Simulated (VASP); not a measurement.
# Li (Fm-3m) in VASP: notebook

The runs below take Li through single point, molecular dynamics, with PBE+D3(BJ).

Everything below comes from runs of VASP 6.6.1. Logs are shortened: lines on timing, memory, paths and dates and some standing lists are left out, and cuts for length are marked.

### Step 1. The cell of the first run

Symmetry: Fm-3m, No. 225, cubic system. Conventional cell: a = 4.404 Å, b = 4.404 Å, c = 4.404 Å, α = 90.00°, β = 90.00°, γ = 90.00°. Li (site symmetry m-3m) has 12 Li at 3.11 Å within 4.1 Å.

### Step 2. Single point, PBE+D3(BJ)

Contents of INCAR:

```
PREC = Accurate
ENCUT = 520
EDIFF = 1E-6
ISMEAR = -1
SIGMA = 0.2241
LREAL = Auto
LASPH = T
NELM = 100
ALGO = Normal
ISIF = 2
LWAVE = F
LCHARG = F
GGA = PE
IVDW = 12
NBANDS = 38
```

Contents of KPOINTS:

```
Automatic mesh
0
Gamma
  2 2 2
  0.5 0.5 0.5
```

Contents of POSCAR:

```
Li
1.0
    4.4040000000      4.4040000000     -4.4040000000
   -4.4040000000     -4.4040000000     -4.4040000000
   -4.4040000000      4.4040000000      4.4040000000
Li
16
Direct
    0.2500000000      0.7500000000      0.0000000000
    0.5000000000      0.5000000000      0.0000000000
    0.7500000000      0.2500000000      0.0000000000
    0.7500000000      0.7500000000      0.5000000000
    0.0000000000      0.7500000000      0.2500000000
    0.2500000000      0.5000000000      0.2500000000
    0.5000000000      0.2500000000      0.2500000000
    0.7500000000      0.0000000000      0.2500000000
    0.0000000000      0.0000000000      0.0000000000
    0.5000000000      0.7500000000      0.7500000000
    0.7500000000      0.5000000000      0.7500000000
    0.0000000000      0.5000000000      0.5000000000
    0.2500000000      0.2500000000      0.5000000000
    0.5000000000      0.0000000000      0.5000000000
    0.0000000000      0.2500000000      0.7500000000
    0.2500000000      0.0000000000      0.7500000000
```

Potentials or basis: VASP PAW PBE potentials, release 64 (Li_sv).

On the command line:

```console
$ cat potpaw_PBE.64/Li_sv/POTCAR > POTCAR
$ mpirun -np 1 vasp_std > vasp.out
```

OUTCAR:

```text
PREC = Accurate
   ENCUT = 520
   EDIFF = 1E-6
   ISMEAR = -1
   LREAL = Auto
   LASPH = T
   NELM = 100
   ISIF = 2
   GGA = PE
   IVDW = 12
 IVDW          = 12

 ion  position               nearest neighbor table
   1  0.250  0.750  0.000-
   2  0.500  0.500  0.000-
   3  0.750  0.250  0.000-
   4  0.750  0.750  0.500-
   5  0.000  0.750  0.250-
   6  0.250  0.500  0.250-
[... 8 lines left out ...]
  15  0.000  0.250  0.750-
  16  0.250  0.000  0.750-

  LATTYP: Found a body centered cubic cell.
 ALAT       =     8.8080000000

  Lattice vectors:

 A1 = (   4.4040000000,   4.4040000000,  -4.4040000000)
 A2 = (  -4.4040000000,  -4.4040000000,  -4.4040000000)
 A3 = (  -4.4040000000,   4.4040000000,   4.4040000000)

Analysis of symmetry for initial positions (statically):
=====================================================================
 Subroutine PRICEL returns following result:

  LATTYP: Found a face centered cubic cell.
 ALAT       =     4.4040000000

  Lattice vectors:

 A1 = (  -2.2020000000,  -2.2020000000,   0.0000000000)
 A2 = (  -0.0000000000,  -2.2020000000,   2.2020000000)
 A3 = (  -2.2020000000,  -0.0000000000,   2.2020000000)

  16 primitive cells build up your supercell.

 Routine SETGRP: Setting up the symmetry group for a
 body centered cubic supercell.

 Subroutine GETGRP returns: Found 48 space group operations
 (whereof 48 operations were pure point group operations)
 out of a pool of 48 trial point group operations.

The static configuration has the point symmetry O_h .

Analysis of symmetry for dynamics (positions and initial velocities):
=====================================================================
 Subroutine PRICEL returns following result:

  LATTYP: Found a face centered cubic cell.
 ALAT       =     4.4040000000

  Lattice vectors:

 A1 = (  -2.2020000000,  -2.2020000000,   0.0000000000)
 A2 = (  -0.0000000000,  -2.2020000000,   2.2020000000)
 A3 = (  -2.2020000000,  -0.0000000000,   2.2020000000)

  16 primitive cells build up your supercell.

 Routine SETGRP: Setting up the symmetry group for a
 body centered cubic supercell.

 Subroutine GETGRP returns: Found 48 space group operations
 (whereof 48 operations were pure point group operations)
 out of a pool of 48 trial point group operations.

The dynamic configuration has the point symmetry O_h .

 Subroutine INISYM returns: Found 48 space group operations
 (whereof 48 operations are pure point group operations),
 and found    16 'primitive' translations

----------------------------------------------------------------------------------------

                                     Primitive cell

  volume of cell :      21.3541

  direct lattice vectors                    reciprocal lattice vectors
    -2.202000000 -2.202000000  0.000000000    -0.227066303 -0.227066303 -0.227066303
    -0.000000000 -2.202000000  2.202000000     0.227066303 -0.227066303  0.227066303
    -2.202000000 -0.000000000  2.202000000    -0.227066303  0.227066303  0.227066303

  length of vectors
     3.114098264  3.114098264  3.114098264     0.393290374  0.393290374  0.393290374

  position of ions in fractional coordinates (direct lattice)
     0.000000000  0.000000000  0.000000000

  ion indices of the primitive-cell ions
   primitive index   ion index
                 1           1

----------------------------------------------------------------------------------------

 KPOINTS: Automatic mesh

Automatic generation of k-mesh.
 Grid dimensions read from file:
 generate k-points for:    2    2    2

 Generating k-lattice:

  Cartesian coordinates                     Fractional coordinates (reciprocal lattice)
     0.000000000  0.056766576 -0.056766576     0.500000000  0.000000000  0.000000000
    -0.056766576  0.000000000 -0.056766576     0.000000000  0.500000000  0.000000000
    -0.056766576  0.056766576  0.000000000     0.000000000  0.000000000  0.500000000

  Length of vectors
     0.080280061  0.080280061  0.080280061

  Shift w.r.t. Gamma in fractional coordinates (k-lattice)
     0.500000000  0.500000000  0.500000000

 Subroutine IBZKPT returns following result:
 ===========================================

 Found      2 irreducible k-points:

 Following reciprocal coordinates:
            Coordinates               Weight
  0.250000  0.250000  0.250000      2.000000
 -0.250000  0.250000  0.250000      6.000000
   k-points           NKPTS =      2   k-points in BZ     NKDIM =      2   number of bands    NBANDS=     38
   number of dos      NEDOS =    301   number of ions     NIONS =     16
   total plane-waves  NPLWV = 216000
   dimension x,y,z NGX =    60 NGY =   60 NGZ =   60
   dimension x,y,z NGXF=   120 NGYF=  120 NGZF=  120
   ions per type =              16
   NGX,Y,Z   is equivalent  to a cutoff of  13.08, 13.08, 13.08 a.u.
   NGXF,Y,Z  is equivalent  to a cutoff of  26.15, 26.15, 26.15 a.u.
 SYSTEM =  unknown system
   PREC   = accura    normal or accurate (medium, high low for compatibility)
   ISTART =      0    job   : 0-new  1-cont  2-samecut
   ICHARG =      2    charge: 1-file 2-atom 10-const
   ISPIN  =      1    spin polarized calculation?
   LNONCOLLINEAR =      F non collinear calculations
   LSORBIT =      F    spin-orbit coupling
   LASPH  =      T    aspherical Exc in radial PAW
   ENCUT  =  520.0 eV  38.22 Ry    6.18 a.u.  14.18 14.18 14.18*2*pi/ulx,y,z
   NELM   =    100;   NELMIN=  2; NELMDL= -5     # of ELM steps
   EDIFF  = 0.1E-05   stopping-criterion for ELM
   LREAL  =      T    real-space projection
   EDIFFG = 0.1E-04   stopping-criterion for IOM
   NSW    =      0    number of steps for IOM
   IBRION =     -1    ionic relax: 0-MD 1-quasi-New 2-CG
   NFREE  =      0    steps in history (QN), initial steepest desc. (CG)
   ISIF   =      2    stress and relaxation
   ISYM   =      2    0-nonsym 1-usesym 2-fastsym
   POTIM  = 0.5000    time-step for ionic-motion
   TEBEG  =    0.0;   TEEND  =   0.0 temperature during run
   PSTRESS=    0.0 pullay stress
   NELECT =      48.0000    total number of electrons
   NUPDOWN=      -1.0000    fix difference up-down
   EMIN   =  10.00;   EMAX   =-10.00  energy-range for DOS
   EFERMI =   0.00;   METHOD = LEGACY
   ISMEAR =    -1;   SIGMA  =   0.22  broadening in eV -4-tet -1-fermi 0-gaus
   EFERMI_NEDOS =   21; number of points for ismear=-14 and -15
   IALGO  =     38    algorithm
   IMIX   =      4    mixing-type and parameters
     AMIX     =   0.40;   BMIX     =  1.00
     AMIX_MAG =   1.60;   BMIX_MAG =  1.00
  volume/ion in A,a.u.               =      21.35       144.10
  Fermi-wavevector in a.u.,A,eV,Ry     =   0.851049  1.608250  9.854489  0.724285
  Thomas-Fermi vector in A             =   1.967122
   LORBIT       =      0    0 simple, 1 ext, 2 COOP (PROOUT), +10 PAW based schemes
   GGA     = PE    functional components
   LHFCALC =     F    Hartree Fock is set to
   AEXX    =    0.0000 exact exchange contribution
   IVDW    =    12    specifies the selected vdW correction
   LEPSILON=     F    determine dielectric tensor
   LRPA    =     F    only Hartree local field effects (RPA)
 non-spin polarized calculation
  energy-cutoff  :      520.00
  volume of cell :      341.67
 maximum number of plane-waves:      9184
 NGX is ok and might be reduce to    60
   NGX = 29   NGY = 29   NGZ = 29

 number of electron      47.9999894 magnetization

 Free energy of the ion-electron system (eV)
  ---------------------------------------------------
  ext. energy  EPLUGINS =         0.00000000
  ---------------------------------------------------
  free energy    TOTEN  =       -30.85704163 eV

  energy without entropy =      -29.50430351  energy(sigma->0) =      -30.18067257

 E-fermi :   0.4825     XC(G=0):  -6.9182

 val. band max:        0.2956812196   @ k =  -0.2500   0.2500   0.2500
 cond. band min:       0.9694569141   @ k =   0.2500   0.2500   0.2500
 fundamental gap:      0.6737756945
 Fermi energy:         0.4825286060

 k-point     1 :       0.2500    0.2500    0.2500
  band No.  band energies     occupation
      1     -46.1358      2.00000
      2     -46.1358      2.00000
      3     -46.1358      2.00000
      4     -46.1358      2.00000
      5     -46.1262      2.00000
      6     -46.1262      2.00000
[... 28 lines left out ...]
     35       4.6928      0.00000
     36       4.6928      0.00000

 k-point     2 :      -0.2500    0.2500    0.2500
  band No.  band energies     occupation
      1     -46.1402      2.00000
      2     -46.1320      2.00000
      3     -46.1320      2.00000
      4     -46.1320      2.00000
      5     -46.1320      2.00000
      6     -46.1286      2.00000
[... 28 lines left out ...]
     35       4.2815      0.00000
     36       4.2939      0.00000
 [bands above 36 left out]

------------------------ aborting loop because EDIFF is reached ----------------------------------------

 Edisp (eV)   -2.56789

 E8    (eV) :    -1.0706

  FORCE on cell =-STRESS in cart. coord.  units (eV):
  Direction    XX          YY          ZZ          XY          YZ          ZX
  --------------------------------------------------------------------------------------
  -------------------------------------------------------------------------------------
  Total      -4.12711    -4.12711    -4.12711     0.00000     0.00000    -0.00000
  in kB     -19.35328   -19.35328   -19.35328     0.00000     0.00000    -0.00000
  external pressure =      -19.35 kB  Pullay stress =        0.00 kB

 VOLUME and BASIS-vectors are now :
 -----------------------------------------------------------------------------
  energy-cutoff  :      520.00
  volume of cell :      341.67
      direct lattice vectors                 reciprocal lattice vectors
     4.404000000  4.404000000 -4.404000000     0.000000000  0.113533152 -0.113533152
    -4.404000000 -4.404000000 -4.404000000    -0.113533152  0.000000000 -0.113533152
    -4.404000000  4.404000000  4.404000000    -0.113533152  0.113533152  0.000000000

 POSITION                                       TOTAL-FORCE (eV/Angst)
 -----------------------------------------------------------------------------------
     -2.20200     -2.20200     -4.40400         0.000000      0.000000      0.000000
      0.00000      0.00000     -4.40400         0.000000      0.000000     -0.000000
      2.20200      2.20200     -4.40400         0.000000      0.000000      0.000000
     -2.20200      2.20200     -4.40400        -0.000000     -0.000000     -0.000000
     -4.40400     -2.20200     -2.20200        -0.000000     -0.000000      0.000000
     -2.20200      0.00000     -2.20200         0.000000      0.000000     -0.000000
[... 8 lines left out ...]
     -4.40400      2.20200      2.20200         0.000000      0.000000     -0.000000
     -2.20200      4.40400      2.20200         0.000000      0.000000      0.000000
 -----------------------------------------------------------------------------------
    total drift:                                0.000000     -0.000000     -0.000000

  FREE ENERGIE OF THE ION-ELECTRON SYSTEM (eV)
  ---------------------------------------------------
  free  energy   TOTEN  =       -33.4249275019 eV

  energy  without entropy=      -32.0721893836  energy(sigma->0) =      -32.74855844
```

Wall time 34 s (1 thread of AMD EPYC 9R45 (Zen 5), shared host); peak memory 0.41 GiB.

What came out:

| Item | Value |
| --- | --- |
| Free energy | -33.4249 eV |
| Band gap on the k mesh | zero (band 24 reaches 0.97 eV, above the bottom of band 25 at 0.17 eV) |
| Dispersion energy per atom | -0.160 eV |

Levels at points of the mesh, in eV from the Fermi level:
```tsv
k point	band 20	band 21	band 22	band 23	band 24	band 25	band 26	band 27
(0.25, 0.25, 0.25)	-2.40	0.49	0.49	0.49	0.49	0.49	0.49	0.49
```

Caveat: the k points lie up to 0.50 Å⁻¹ apart; the cutoff is under 1.25 times the usual one of these potentials, so pressure, stress and relaxed cells hold a basis-set (Pulay) error; pairwise dispersion overbinds metals, which lowers pressure and volume.

### Step 3. Single point, PBE+D3(BJ)

Contents of INCAR:

```
PREC = Accurate ; ENCUT = 520
EDIFF = 1E-6 ; ISMEAR = 0
SIGMA = 0.1 ; LREAL = Auto
LASPH = T ; NELM = 100
ALGO = Normal ; ISIF = 2
LWAVE = F ; LCHARG = F
GGA = PE ; IVDW = 12
ISYM = 0 ; NBANDS = 38
```

KPOINTS is that of step 2.

POSCAR is that of step 2.

Potentials or basis: VASP PAW PBE potentials, release 64 (Li_sv).

On the command line:

```console
$ cat potpaw_PBE.64/Li_sv/POTCAR > POTCAR
$ mpirun -np 1 vasp_std > vasp.out
```

It took 71 s on 1 thread of AMD EPYC 9R45 (Zen 5), shared host; peak memory 0.42 GiB.

The run converged. Its results:

- Free energy: -32.7212 eV
- Band gap on the k mesh: zero (band 24 reaches 0.97 eV, above the bottom of band 25 at 0.17 eV)
- Dispersion energy per atom: -0.160 eV

Levels at points of the mesh, in eV from the Fermi level:
```
           k point  band 21  band 22  band 23  band 24  band 25  band 26  band 27  band 28  band 29  band 30
(0.25, 0.25, 0.25)     0.68     0.68     0.68     0.68     0.68     0.68     0.68     0.68     0.68     0.68
```

Caveat: the k points lie up to 0.50 Å⁻¹ apart; the cutoff is under 1.25 times the usual one of these potentials, so pressure, stress and relaxed cells hold a basis-set (Pulay) error; pairwise dispersion overbinds metals, which lowers pressure and volume.

### Step 4. Molecular dynamics, PBE+D3(BJ) (dynamics (nve) at 2600 K, volume x 1.1, from the last frame before)

Contents of INCAR:

```
PREC = Accurate
ENCUT = 520
EDIFF = 1E-5
ISMEAR = -1
SIGMA = 0.2241
LREAL = Auto
LASPH = True
NELM = 100
ALGO = Normal
ISIF = 2
LWAVE = False
LCHARG = False
GGA = PE
IVDW = 12
IBRION = 0
NSW = 30
POTIM = 6.0
TEBEG = 2600.0
TEEND = 2600.0
ISYM = 0
NELMIN = 4
RANDOM_SEED = 94321 0 0
MDALGO = 1
ANDERSEN_PROB = 0.0
```

KPOINTS is that of step 3.

POSCAR, as its differences from that of step 3:

```diff
@@ -2,5 +2,5 @@
 1.0
-    4.4040000000      4.4040000000     -4.4040000000
-   -4.4040000000     -4.4040000000     -4.4040000000
-   -4.4040000000      4.4040000000      4.4040000000
+    4.5461616285      4.5461616285     -4.5461616285
+   -4.5461616285     -4.5461616285     -4.5461616285
+   -4.5461616285      4.5461616285      4.5461616285
 Li
```

On the command line:

```console
$ cat potpaw_PBE.64/Li_sv/POTCAR > POTCAR
$ mpirun -np 1 vasp_std > vasp.out
```

Run time: 28 min. Hardware: 1 thread of AMD EPYC 9R45 (Zen 5), shared host; peak memory 0.55 GiB.

Results (log left out):

```yaml
Dispersion_energy_per_atom: -0.146 eV
```

Step by step:
| step | potential energy change (eV) | largest force (eV/Å) | pressure (GPa) | volume (Å³) | temperature (K) |
| --- | --- | --- | --- | --- | --- |
| 1 | 0.0000 | 0.0001 | -2.58 | 375.83 | 2600 |
| 2 | 0.2790 | 0.3534 | -2.39 | 375.83 | 2456 |
| 3 | 1.0695 | 0.7975 | -1.87 | 375.83 | 2054 |
| 4 | 2.1339 | 1.2905 | -1.26 | 375.83 | 1520 |
| 5 | 3.0121 | 1.5916 | -0.81 | 375.83 | 1081 |
| 6 | 3.3316 | 1.5417 | -0.69 | 375.83 | 914 |
| 7 | 3.1326 | 1.1871 | -0.83 | 375.83 | 1004 |
| 8 | 2.7695 | 1.0614 | -1.03 | 375.83 | 1181 |
| 9 | 2.5803 | 0.8867 | -1.14 | 375.83 | 1275 |
| 10 | 2.6792 | 1.0647 | -1.10 | 375.83 | 1229 |
| 11 | 2.9055 | 1.1919 | -0.98 | 375.83 | 1123 |
| 12 | 2.9924 | 1.4525 | -0.90 | 375.83 | 1080 |
| 13 | 2.8797 | 1.3422 | -0.92 | 375.83 | 1131 |
| 14 | 2.7621 | 1.0102 | -0.97 | 375.83 | 1186 |
| 15 | 2.8095 | 0.8605 | -0.97 | 375.83 | 1164 |
| 16 | 2.9582 | 1.1600 | -0.95 | 375.83 | 1094 |
| 17 | 3.0550 | 1.1877 | -0.97 | 375.83 | 1042 |
| 18 | 3.1206 | 1.0051 | -0.99 | 375.83 | 1004 |
| 19 | 3.2694 | 1.0705 | -1.00 | 375.83 | 929 |
| 20 | 3.4531 | 1.3029 | -0.98 | 375.83 | 839 |
| 21 | 3.5091 | 1.2619 | -0.97 | 375.83 | 811 |
| 22 | 3.3969 | 1.2444 | -1.01 | 375.83 | 866 |
| 23 | 3.2112 | 1.0197 | -1.09 | 375.83 | 958 |
| 24 | 3.0658 | 0.9061 | -1.18 | 375.83 | 1031 |
| 25 | 3.0374 | 0.9176 | -1.16 | 375.83 | 1045 |
| 26 | 3.1451 | 0.8934 | -1.06 | 375.83 | 991 |
| 27 | 3.3408 | 1.2397 | -0.90 | 375.83 | 893 |
| 28 | 3.5067 | 1.2780 | -0.79 | 375.83 | 813 |
| 29 | 3.4983 | 1.2562 | -0.78 | 375.83 | 820 |
| 30 | 3.2544 | 1.2770 | -0.91 | 375.83 | 942 |

Caveat: the k points lie up to 0.49 Å⁻¹ apart; the cell differs from its parent crystal (dynamics (nve) at 2600 K, volume x 1.1, from the last frame before); the cutoff is under 1.25 times the usual one of these potentials, so pressure, stress and relaxed cells hold a basis-set (Pulay) error.

### Step 5. Summary

| task | cell | smearing | gap on the mesh (eV) |
| --- | --- | --- | --- |
| single point | a = 7.628 Å, angles 109.5°, 16 atoms | fermi-dirac 0.2241 eV | none |
| single point | a = 7.628 Å, angles 109.5°, 16 atoms | gaussian 0.1 eV | none |
| molecular dynamics | a = 7.874 Å, angles 109.5°, 16 atoms | fermi-dirac 0.2241 eV | - |

Alike in all rows: level PBE+D3(BJ); potentials or basis VASP PAW PBE potentials, release 64 (Li_sv); no spin polarisation; k mesh 2 × 2 × 2, shifted; cutoff (eV) 520.

Caveats: all runs use coarse meshes; the cutoff is under 1.25 times the usual one of these potentials, so pressure, stress and relaxed cells hold a basis-set (Pulay) error; pairwise dispersion overbinds metals, which lowers pressure and volume (some runs).

Total energies depend on the potentials used, so only differences within one code and one set of settings carry meaning.
